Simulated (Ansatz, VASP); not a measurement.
**PbF2 in VASP and in Ansatz**

POSCAR

```
PbF2
1.0
    0.0000000000      2.9458082836      2.9458082836
    2.9458082836      0.0000000000      2.9458082836
    2.9458082836      2.9458082836      0.0000000000
Pb F
1 2
Direct
    0.0000000000      0.0000000000      0.0000000000
    0.2500000000      0.2500000000      0.2500000000
    0.7500000000      0.7500000000      0.7500000000
```

Contents of INCAR.step1:

```
PREC = Accurate
ENCUT = 520
EDIFF = 1E-5
ISMEAR = 0
SIGMA = 0.01
LREAL = False
LASPH = True
NELM = 60
ALGO = Normal
ISIF = 2
LWAVE = True
LCHARG = False
NBANDS = 21
GGA = PE
```

INCAR.step2

```
PREC = Accurate
ENCUT = 520
EDIFF = 1E-6
ISMEAR = 0
SIGMA = 0.01
LREAL = False
LASPH = True
NELM = 60
ALGO = Normal
ISIF = 2
LWAVE = False
LCHARG = False
GGA = PE
LHFCALC = True
HFSCREEN = 0.2079
PRECFOCK = Normal
NBANDS = 21
ISTART = 1
```

File KPOINTS:

```
regular mesh
0
Gamma
  4 4 4
```

Input for Ansatz:

```yaml
crystal:
  lattice:
    - [0.0, 2.9458082836, 2.9458082836]
    - [2.9458082836, 0.0, 2.9458082836]
    - [2.9458082836, 2.9458082836, 0.0]
  atoms:
    - { symbol: Pb, position: [0.0, 0.0, 0.0] }
    - { symbol: F, position: [0.25, 0.25, 0.25] }
    - { symbol: F, position: [0.75, 0.75, 0.75] }
kpoints:
  mp_grid: { grid: [4, 4, 4] }
hamiltonian:
  xc: hse06
scf:
  occupations: { method: fixed }
  n_extra_bands: 4
  mixing: { preconditioner: kerker }
output:
  forces: true
  stress: true
  eigenvalues: true
```

Alike in both runs: task single point; functional HSE06; k mesh 4 × 4 × 4; no spin polarisation.

|  | VASP | Ansatz |
| --- | --- | --- |
| version | VASP 6.6.1 | Ansatz 0.2.0 |
| potentials or method | VASP PAW PBE potentials, release 64 (Pb_d, F) | plane waves |
| plane-wave cutoff (eV) | 520 | 420 |
| occupations | gaussian, width 0.01 eV | fixed |
| valence electrons in the cell | 28 | 28 |

VASP gave:

* gap on the k mesh at the Fermi level (eV): 5.71
* pressure (GPa): 2.3

Q: What did Ansatz give for the same quantities?

A: gap on the k mesh at the Fermi level (eV): 5.71; pressure (GPa): 2.4.

Ansatz's warnings: stress exchange threshold loose, stress scf threshold loose.

The k mesh is coarse, so the values compare programs but aren't converged. Spin-orbit coupling is off throughout.
